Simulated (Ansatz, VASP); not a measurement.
## Two plane-wave programs on MgSc

File INCAR:

```
PREC     = Accurate       # precision mode
ENCUT    = 520            # plane-wave cutoff, eV
EDIFF    = 1E-6           # SCF threshold, eV
ISMEAR   = 1              # smearing method
SIGMA    = 0.1            # smearing width, eV
LREAL    = F              # projectors in reciprocal space
LASPH    = T              # aspherical terms in the spheres
NELM     = 100            # most SCF steps
ALGO     = Normal         # electronic algorithm
ISIF     = 2              # what is computed and relaxed
LWAVE    = F              # write WAVECAR
LCHARG   = F              # write CHGCAR
NBANDS   = 14             # bands
```

Contents of KPOINTS:

```
regular mesh
0
Gamma
  6 6 6
```

File POSCAR:

```
MgSc
1.0
    3.5964510000      0.0000000000      0.0000000000
    0.0000000000      3.5964510000      0.0000000000
    0.0000000000      0.0000000000      3.5964510000
Mg Sc
1 1
Direct
    0.0000000000      0.0000000000      0.0050000000
    0.5000000000      0.5000000000      0.5000000000
```

Input for Ansatz:

```yaml
crystal:
  lattice:
    - [3.596451, 0.0, 0.0]
    - [0.0, 3.596451, 0.0]
    - [0.0, 0.0, 3.596451]
  atoms:
    - { symbol: Mg, position: [0.0, 0.0, 0.005] }
    - { symbol: Sc, position: [0.5, 0.5, 0.5] }
basis:
  ecutwfc: 450.0
kpoints:
  mp_grid:
    grid: [6, 6, 6]
    shift: [0.0, 0.0, 0.0]
hamiltonian:
  xc: lda
  pseudopotentials:
    kind: paw
scf:
  convergence:
    dr2_threshold: 1.0e-07
  occupations:
    method: cold
    width: 0.1
output:
  forces: true
```

Alike in both runs: task single point; functional LDA; k mesh 6 × 6 × 6; no spin polarisation.

```csv
,VASP,Ansatz
version,VASP 6.6.1,Ansatz 0.2.0
potentials or method,"VASP PAW LDA potentials, release 64 (Mg, Sc_sv), cutoff 520 eV","plane waves, PAW"
occupations,"methfessel-paxton of order 1, width 0.1 eV","cold, width 0.1 eV"
valence electrons in the cell,13,21
```

```csv
,VASP,Ansatz,Ansatz less VASP
rms of the force components (eV/Å),0.037,0.037,-0.0001
```

LDA's correlation is that of Perdew and Zunger in VASP and of Perdew and Wang (1992) in Ansatz. Atom by atom the forces differ by 0.000 eV/Å (rms over components). VASP's potentials hold 13 valence electrons a cell and Ansatz's 21, so a difference there can come from the potentials and not from the codes.
